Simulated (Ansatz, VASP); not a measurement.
# One calculation of Sb2As2C, two programs

```
Sb As C
1.0
     3.44626    0.00000    0.00000
    -1.72313    2.98455    0.00000
     0.00000    0.00000    9.64942
Sb As C
2 2 1
Direct
  0.66667 0.33333 0.34502
  0.33333 0.66667 0.65498
  0.66667 0.33333 0.86881
  0.33333 0.66667 0.13119
  0.00000 0.00000 0.00000
```

Change from the starting cell: species swapped into the SrZn2As2 type (P-3m1, No. 164).

Alike in both runs: task relaxation of cell and atoms; functional PBE; k mesh 12 × 12 × 4; occupations gaussian, width 0.1 eV; no spin polarisation.

|  | VASP | Ansatz |
| --- | --- | --- |
| version | VASP 6.6.1 | Ansatz 0.2.0 |
| potentials or method | VASP PAW PBE potentials, release 64 (Sb, As, C), cutoff 600 eV | scalar-relativistic, plane waves, PAW |
| valence electrons in the cell | 24 | 64 |

```csv
,VASP,Ansatz,Ansatz less VASP
"gap on the k mesh at the Fermi level, each at its own relaxed structure (eV)",none,none,-
relaxed volume (Å³/atom),19.90,19.91,+0.013
relaxed cell length with the largest relative difference (Å),10.623,10.629,+0.0054
```

A gap of «none» marks a metal or a gap that the smearing closes. VASP's potentials hold 24 valence electrons a cell and Ansatz's 64, so a difference there can come from the potentials and not from the codes.

Spin-orbit coupling is off throughout.
